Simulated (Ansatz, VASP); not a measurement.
BaH4 in VASP and in Ansatz

```xyz
5
Lattice="4.5990 0.0000 0.0000 -2.2995 3.9828 0.0000 0.0000 0.0000 3.9744" Properties=species:S:1:pos:R:3 pbc="T T T"
Ba    0.0000    0.0000    0.0000
H     0.0000    2.6552    3.5492
H     0.0000    2.6552    0.4252
H     2.2995    1.3276    0.4252
H     2.2995    1.3276    3.5492
```

Alike in both runs: functional PBE; k mesh 12 × 12 × 10; occupations gaussian, width 0.1 eV; no spin polarisation.

Ansatz relaxed the structure, and its values are those at the end. VASP's run is a single point on that final structure, the one shown.

|  | VASP | Ansatz |
| --- | --- | --- |
| version | VASP 6.6.1 | Ansatz 0.2.0 |
| potentials or method | VASP PAW PBE potentials, release 64 (Ba_sv, H), cutoff 520 eV | scalar-relativistic, plane waves, PAW |
| valence electrons in the cell | 14 | 14 |

```csv
,VASP,Ansatz,Ansatz less VASP
gap on the k mesh at the Fermi level (eV),none,none,-
pressure (GPa),0.3,0.0,-0.29
rms of the force components (eV/Å),0.008,0.001,-0.0080
```

A gap of «none» marks a metal or a gap that the smearing closes.

Spin-orbit coupling is off throughout.
